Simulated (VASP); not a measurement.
Runs of VASP 6.6.1 on CO2. The structure is tetragonal, space group I-42d (No. 122). Conventional cell: a = 3.949 Å, b = 3.949 Å, c = 6.028 Å, α = 90.00°, β = 90.00°, γ = 90.00°. Within 1.9 Å of C (site symmetry -4) lie 4 O at 1.40 Å. O (site symmetry 2) has 2 C at 1.40 Å within 1.9 Å. 

```csv
level,potentials or basis,cutoff (eV),second run,gap on the mesh (eV),pressure (GPa),largest force (eV/Å)
BLYP,"VASP PAW PBE potentials, release 64 (C, O)",520,-,7.74,6.2,(a)
LDA,"VASP PAW LDA potentials, release 64 (C, O)",520,-,7.38,-11.8,0.42
BLYP,"VASP PAW PBE potentials, release 64 (C_h, O_h)",910,hard_potentials,(b),4.5,0.18
PBEsol,"VASP PAW PBE potentials, release 64 (C, O)",520,-,7.53,-4.9,0.12
```

Alike in all rows: task single point; no spin polarisation; cell as given; k mesh 6 × 6 × 6; smearing gaussian 0.01 eV.

Question: Estimate the missing entries.

Answer: (a) 0.21; (b) 7.78.

Caveats: the PAW data sets were made with another functional, which shifts forces and pressure a little (some runs); the cutoff is under 1.25 times the usual one of these potentials, so pressure, stress and relaxed cells hold a basis-set (Pulay) error (some runs).

A k mesh can miss the band edges.
